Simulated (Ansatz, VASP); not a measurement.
**Two plane-wave programs on Rh**

Contents of INCAR:

```
SYSTEM = Rh
ALGO = Fast
EDIFF = 1E-7
ENCUT = 520
GGA = PE
ISIF = 2
ISMEAR = 0
LASPH = .True.
LCHARG = .False.
LREAL = .False.
LWAVE = .False.
NBANDS = 22
NELM = 60
PREC = Accurate
SIGMA = 0.15
```

File KPOINTS:

```
k-points
0
Gamma
  18 18 10
  0 0 0
```

POSCAR

```
Rh
1.0
    2.7248648783      0.0000000000      0.0000000000
   -1.3624324392      2.3598022065      0.0000000000
    0.0000000000      0.0000000000      4.5254000000
Rh
2
Direct
    0.6666666667      0.3333333333      0.7500000000
    0.3333333333      0.6666666667      0.2500000000
```

Input for Ansatz:

```yaml
crystal:
  lattice:
    - [2.7248648783, 0.0, 0.0]
    - [-1.3624324392, 2.3598022065, 0.0]
    - [0.0, 0.0, 4.5254]
  atoms:
    - { symbol: Rh, position: [0.6666666667, 0.3333333333, 0.75] }
    - { symbol: Rh, position: [0.3333333333, 0.6666666667, 0.25] }
basis:
  ecutwfc: 420
kpoints:
  mp_grid: { grid: [18, 18, 10] }
hamiltonian:
  xc: pbe
  pseudopotentials: { kind: paw, azcp: { folder: soft_1 } }
scf:
  occupations: { method: gaussian, width: 0.15 }
output:
  forces: true
  stress: true
  eigenvalues: true
```

Alike in both runs: task single point; functional PBE; k mesh 18 × 18 × 10; occupations gaussian, width 0.15 eV; no spin polarisation.

```csv
,VASP,Ansatz
version,VASP 6.6.1,Ansatz 0.2.0
potentials or method,"VASP PAW PBE potentials, release 64 (Rh_pv), cutoff 520 eV","scalar-relativistic, plane waves, PAW"
valence electrons in the cell,30,34
```

```csv
,VASP,Ansatz,Ansatz less VASP
gap on the k mesh at the Fermi level (eV),none,none,-
pressure (GPa),-7.1,-7.2,-0.05
"traceless stress, the component that is largest in VASP (GPa)",-4.49,-4.49,+0.001
```

A gap of «none» marks a metal or a gap that the smearing closes. With one functional, cell and mesh, what is left measures potentials, basis and numerics. VASP's potentials hold 30 valence electrons a cell and Ansatz's 34, so a difference there can come from the potentials and not from the codes.
